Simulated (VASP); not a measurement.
# KBr (I4/mmm) in VASP: single point with PBEsol

Aim: the single point of KBr with PBEsol.

Program: VASP 6.6.1. These are calculated values, not measurements. Logs are shortened: lines on timing, memory, paths and dates and some standing lists are left out, and cuts for length are marked.

### Step 1. The cell of the first run

The structure is tetragonal, space group I4/mmm (No. 139). The conventional cell has a = 4.698 Å, b = 4.698 Å, c = 6.512 Å, α = 90.00°, β = 90.00°, γ = 90.00°. K (site symmetry 4/mmm) has 6 Br at 3.26 to 3.32 Å within 4.3 Å. Br (site symmetry 4/mmm) has 6 K at 3.26 to 3.32 Å within 4.3 Å.

### Step 2. Single point, PBEsol

Contents of INCAR:

```
SYSTEM = KBr
  PREC = Accurate
  ENCUT = 500
  EDIFF = 1E-6
  ISMEAR = 0
  SIGMA = 0.01
  LREAL = .FALSE.
  LASPH = .TRUE.
  NELM = 120
  ALGO = Normal
  ISIF = 2
  LWAVE = .FALSE.
  LCHARG = .FALSE.
  GGA = PS
  NBANDS = 15
  GGA_COMPAT = .FALSE.
```

Contents of KPOINTS:

```
Automatic mesh
0
G
  5 5 5
  0 0 0
```

Contents of POSCAR:

```
KBr
1.0
    0.0000000000      3.3222979737      3.2558520142
    3.3222979737      0.0000000000      3.2558520142
    3.3222979737      3.3222979737      0.0000000000
K Br
1 1
Direct
    0.0000000000      0.0000000000      0.0000000000
    0.5000000000      0.5000000000      0.5000000000
```

Potentials or basis: VASP PAW PBE potentials, release 64 (K_sv, Br).

Run with:

```bash
cat potpaw_PBE.64/K_sv/POTCAR potpaw_PBE.64/Br/POTCAR > POTCAR
mpirun -np 1 vasp_std > vasp.out
```

OUTCAR:

```text
SYSTEM = KBr
   PREC = Accurate
   ENCUT = 500
   EDIFF = 1E-6
   ISMEAR = 0
   LREAL = .FALSE.
   LASPH = .TRUE.
   NELM = 120
   ISIF = 2
   GGA = PS

 ion  position               nearest neighbor table
   1  0.000  0.000  0.000-   2 3.26   2 3.26
   2  0.500  0.500  0.500-   1 3.26   1 3.26

  LATTYP: Found a body centered tetragonal cell.
 ALAT       =     4.6984388527
 C/A-ratio  =     1.3859292911

  Lattice vectors:

 A1 = (   0.0000000000,  -3.3222979737,  -3.2558520142)
 A2 = (   0.0000000000,   3.3222979737,  -3.2558520142)
 A3 = (   3.3222979737,   0.0000000000,   3.2558520142)

Analysis of symmetry for initial positions (statically):
=====================================================================
 Subroutine PRICEL returns:
 Original cell was already a primitive cell.

 Routine SETGRP: Setting up the symmetry group for a
 body centered tetragonal supercell.

 Subroutine GETGRP returns: Found 16 space group operations
 (whereof 16 operations were pure point group operations)
 out of a pool of 16 trial point group operations.

The static configuration has the point symmetry D_4h.

Analysis of symmetry for dynamics (positions and initial velocities):
=====================================================================
 Subroutine PRICEL returns:
 Original cell was already a primitive cell.

 Routine SETGRP: Setting up the symmetry group for a
 body centered tetragonal supercell.

 Subroutine GETGRP returns: Found 16 space group operations
 (whereof 16 operations were pure point group operations)
 out of a pool of 16 trial point group operations.

The dynamic configuration has the point symmetry D_4h.

 Subroutine INISYM returns: Found 16 space group operations
 (whereof 16 operations are pure point group operations),
 and found     1 'primitive' translations

----------------------------------------------------------------------------------------

                                     Primitive cell

  volume of cell :      71.8740

  direct lattice vectors                    reciprocal lattice vectors
     0.000000000  3.322297974  3.255852014    -0.150498241  0.150498241  0.153569633
     3.322297974  0.000000000  3.255852014     0.150498241 -0.150498241  0.153569633
     3.322297974  3.322297974  0.000000000     0.150498241  0.150498241 -0.153569633

  length of vectors
     4.651691753  4.651691753  4.698438853     0.262455850  0.262455850  0.262455850

  position of ions in fractional coordinates (direct lattice)
     0.000000000  0.000000000  0.000000000
     0.500000000  0.500000000  0.500000000

  ion indices of the primitive-cell ions
   primitive index   ion index
                 1           1
                 2           2

----------------------------------------------------------------------------------------

 KPOINTS: Automatic mesh

Automatic generation of k-mesh.
 Grid dimensions read from file:
 generate k-points for:    5    5    5

 Generating k-lattice:

  Cartesian coordinates                     Fractional coordinates (reciprocal lattice)
    -0.030099648  0.030099648  0.030713927     0.200000000  0.000000000  0.000000000
     0.030099648 -0.030099648  0.030713927     0.000000000  0.200000000  0.000000000
     0.030099648  0.030099648 -0.030713927     0.000000000  0.000000000  0.200000000

  Length of vectors
     0.052491170  0.052491170  0.052491170

  Shift w.r.t. Gamma in fractional coordinates (k-lattice)
     0.000000000  0.000000000  0.000000000

 Subroutine IBZKPT returns following result:
 ===========================================

 Found     18 irreducible k-points:

 Following reciprocal coordinates:
            Coordinates               Weight
  0.000000  0.000000  0.000000      1.000000
  0.200000  0.000000  0.000000      8.000000
  0.400000  0.000000  0.000000      8.000000
  0.200000  0.200000  0.000000      2.000000
  0.400000  0.200000  0.000000      8.000000
 -0.400000  0.200000  0.000000      8.000000
[... 10 lines left out ...]
 -0.400000  0.000000  0.400000      8.000000
 -0.400000  0.200000  0.400000      8.000000
   k-points           NKPTS =     18   k-points in BZ     NKDIM =     18   number of bands    NBANDS=     15
   number of dos      NEDOS =    301   number of ions     NIONS =      2
   total plane-waves  NPLWV =  46656
   dimension x,y,z NGX =    36 NGY =   36 NGZ =   36
   dimension x,y,z NGXF=    72 NGYF=   72 NGZF=   72
   ions per type =               1   1
   NGX,Y,Z   is equivalent  to a cutoff of  12.87, 12.87, 12.74 a.u.
   NGXF,Y,Z  is equivalent  to a cutoff of  25.73, 25.73, 25.48 a.u.
 SYSTEM =  KBr
   PREC   = accura    normal or accurate (medium, high low for compatibility)
   ISTART =      0    job   : 0-new  1-cont  2-samecut
   ICHARG =      2    charge: 1-file 2-atom 10-const
   ISPIN  =      1    spin polarized calculation?
   LNONCOLLINEAR =      F non collinear calculations
   LSORBIT =      F    spin-orbit coupling
   LASPH  =      T    aspherical Exc in radial PAW
   ENCUT  =  500.0 eV  36.75 Ry    6.06 a.u.   8.48  8.48  8.57*2*pi/ulx,y,z
   NELM   =    120;   NELMIN=  2; NELMDL= -5     # of ELM steps
   EDIFF  = 0.1E-05   stopping-criterion for ELM
   LREAL  =      F    real-space projection
   EDIFFG = 0.1E-04   stopping-criterion for IOM
   NSW    =      0    number of steps for IOM
   IBRION =     -1    ionic relax: 0-MD 1-quasi-New 2-CG
   NFREE  =      0    steps in history (QN), initial steepest desc. (CG)
   ISIF   =      2    stress and relaxation
   ISYM   =      2    0-nonsym 1-usesym 2-fastsym
   POTIM  = 0.5000    time-step for ionic-motion
   TEBEG  =    0.0;   TEEND  =   0.0 temperature during run
   PSTRESS=    0.0 pullay stress
   NELECT =      16.0000    total number of electrons
   NUPDOWN=      -1.0000    fix difference up-down
   EMIN   =  10.00;   EMAX   =-10.00  energy-range for DOS
   EFERMI =   0.00;   METHOD = LEGACY
   ISMEAR =     0;   SIGMA  =   0.01  broadening in eV -4-tet -1-fermi 0-gaus
   EFERMI_NEDOS =   21; number of points for ismear=-14 and -15
   IALGO  =     38    algorithm
   IMIX   =      4    mixing-type and parameters
     AMIX     =   0.40;   BMIX     =  1.00
     AMIX_MAG =   1.60;   BMIX_MAG =  1.00
  volume/ion in A,a.u.               =      35.94       242.51
  Fermi-wavevector in a.u.,A,eV,Ry     =   0.992181  1.874950 13.393889  0.984423
  Thomas-Fermi vector in A             =   2.123975
   LORBIT       =      0    0 simple, 1 ext, 2 COOP (PROOUT), +10 PAW based schemes
   GGA     = PS    functional components
   LHFCALC =     F    Hartree Fock is set to
   AEXX    =    0.0000 exact exchange contribution
   IVDW    =     0    specifies the selected vdW correction
   LEPSILON=     F    determine dielectric tensor
   LRPA    =     F    only Hartree local field effects (RPA)
 non-spin polarized calculation
 Gauss-broadening in eV      SIGMA  =   0.01
  energy-cutoff  :      500.00
  volume of cell :       71.87
 maximum number of plane-waves:      1836
 NGX is ok and might be reduce to    36
   NGX = 17   NGY = 17   NGZ = 17

 number of electron      15.9999997 magnetization

 Free energy of the ion-electron system (eV)
  ---------------------------------------------------
  ext. energy  EPLUGINS =         0.00000000
  ---------------------------------------------------
  free energy    TOTEN  =        -6.45691276 eV

  energy without entropy =       -6.45691276  energy(sigma->0) =       -6.45691276

 E-fermi :  -1.7568     XC(G=0):  -7.5448

 val. band max:       -1.8198203008   @ k =   0.0000   0.0000   0.0000
 cond. band min:       2.4516849324   @ k =   0.0000   0.0000   0.0000
 fundamental gap:      4.2715052331
 Fermi energy:        -1.7567708281

 k-point     1 :       0.0000    0.0000    0.0000
  band No.  band energies     occupation
      1     -29.4380      2.00000
      2     -14.1331      2.00000
      3     -12.9818      2.00000
      4     -12.9801      2.00000
      5     -12.9801      2.00000
      6      -1.8295      2.00000
      7      -1.8295      2.00000
      8      -1.8198      2.00000
      9       2.4517      0.00000
     10       5.6606      0.00000
     11       5.6606      0.00000
     12       5.7895      0.00000
     13       6.4943      0.00000
     14       6.5893      0.00000
     15       9.5675      0.00000

 k-point     2 :       0.2000    0.0000    0.0000
  band No.  band energies     occupation
      1     -29.4359      2.00000
      2     -14.1956      2.00000
      3     -12.9829      2.00000
      4     -12.9824      2.00000
      5     -12.8938      2.00000
      6      -2.3302      2.00000
      7      -1.9533      2.00000
      8      -1.9482      2.00000
      9       3.3529      0.00000
     10       5.5283      0.00000
     11       6.1309      0.00000
     12       6.2060      0.00000
     13       6.9993      0.00000
     14       7.1084      0.00000
     15      10.6650      0.00000

 k-point     3 :       0.4000    0.0000    0.0000
  band No.  band energies     occupation
      1     -29.4327      2.00000
      2     -14.2823      2.00000
      3     -12.9874      2.00000
      4     -12.9845      2.00000
      5     -12.7664      2.00000
      6      -2.9448      2.00000
      7      -2.1386      2.00000
      8      -2.1358      2.00000
      9       4.4777      0.00000
     10       6.0675      0.00000
     11       7.3240      0.00000
     12       7.3830      0.00000
     13       8.0674      0.00000
     14       8.2046      0.00000
     15       9.2226      0.00000
[... 235 lines left out ...]
 k-point    17 :      -0.4000    0.0000    0.4000
  band No.  band energies     occupation
      1     -29.4305      2.00000
      2     -14.1038      2.00000
      3     -13.0632      2.00000
      4     -13.0089      2.00000
      5     -12.9409      2.00000
      6      -2.5896      2.00000
      7      -2.3757      2.00000
      8      -2.1442      2.00000
      9       4.4296      0.00000
     10       5.9130      0.00000
     11       6.7622      0.00000
     12       7.4255      0.00000
     13       7.9016      0.00000
     14       8.5808      0.00000
     15       9.4662      0.00000

 k-point    18 :      -0.4000    0.2000    0.4000
  band No.  band energies     occupation
      1     -29.4309      2.00000
      2     -14.1648      2.00000
      3     -13.0305      2.00000
      4     -13.0267      2.00000
      5     -12.8660      2.00000
      6      -2.6469      2.00000
      7      -2.3112      2.00000
      8      -2.2697      2.00000
      9       5.0622      0.00000
     10       5.6313      0.00000
     11       6.4733      0.00000
     12       7.5085      0.00000
     13       8.4468      0.00000
     14       8.4556      0.00000
     15       9.3255      0.00000

------------------------ aborting loop because EDIFF is reached ----------------------------------------

  FORCE on cell =-STRESS in cart. coord.  units (eV):
  Direction    XX          YY          ZZ          XY          YZ          ZX
  --------------------------------------------------------------------------------------
  -------------------------------------------------------------------------------------
  Total       -0.2089003     -0.2089003      0.0623861      0.0000000      0.0000000      0.0000000
  in kB       -4.6566957     -4.6566957      1.3906784      0.0000000      0.0000000      0.0000000
  external PRESSURE =      -2.6409043 kB  Pullay stress =       0.0000000 kB

 VOLUME and BASIS-vectors are now :
 -----------------------------------------------------------------------------
  energy-cutoff  :      500.00
  volume of cell :       71.87
      direct lattice vectors                 reciprocal lattice vectors
     0.000000000  3.322297974  3.255852014    -0.150498241  0.150498241  0.153569633
     3.322297974  0.000000000  3.255852014     0.150498241 -0.150498241  0.153569633
     3.322297974  3.322297974  0.000000000     0.150498241  0.150498241 -0.153569633

 POSITION                                       TOTAL-FORCE (eV/Angst)
 -----------------------------------------------------------------------------------
      0.00000      0.00000      0.00000        -0.000000     -0.000000      0.000000
      3.32230      3.32230      3.25585         0.000000      0.000000     -0.000000
 -----------------------------------------------------------------------------------
    total drift:                                0.000000      0.000000      0.000000

  FREE ENERGIE OF THE ION-ELECTRON SYSTEM (eV)
  ---------------------------------------------------
  free  energy   TOTEN  =        -6.4569127584 eV

  energy  without entropy=       -6.4569127584  energy(sigma->0) =       -6.45691276
```

It took 34 s on 1 thread of Intel Xeon 8259CL, shared host; peak memory 0.21 GiB.

What came out:

| Property | Result |
| --- | --- |
| Free energy | -6.4569 eV |
| Pressure | -0.3 GPa |
| Band gap on the k mesh | 4.27 eV, direct |

Levels at points of the mesh, in eV from the valence-band top:
| k point | band 5 | band 6 | band 7 | band 8 | band 9 | band 10 | band 11 | band 12 |
| --- | --- | --- | --- | --- | --- | --- | --- | --- |
| (0.00, 0.00, 0.00) | -11.16 | -0.01 | -0.01 | 0.00 | 4.27 | 7.48 | 7.48 | 7.61 |

Caveat: the PAW data sets were made with another functional, which shifts forces and pressure a little. Expect the measured gap to be larger: semilocal functionals such as PBEsol lack the derivative discontinuity.
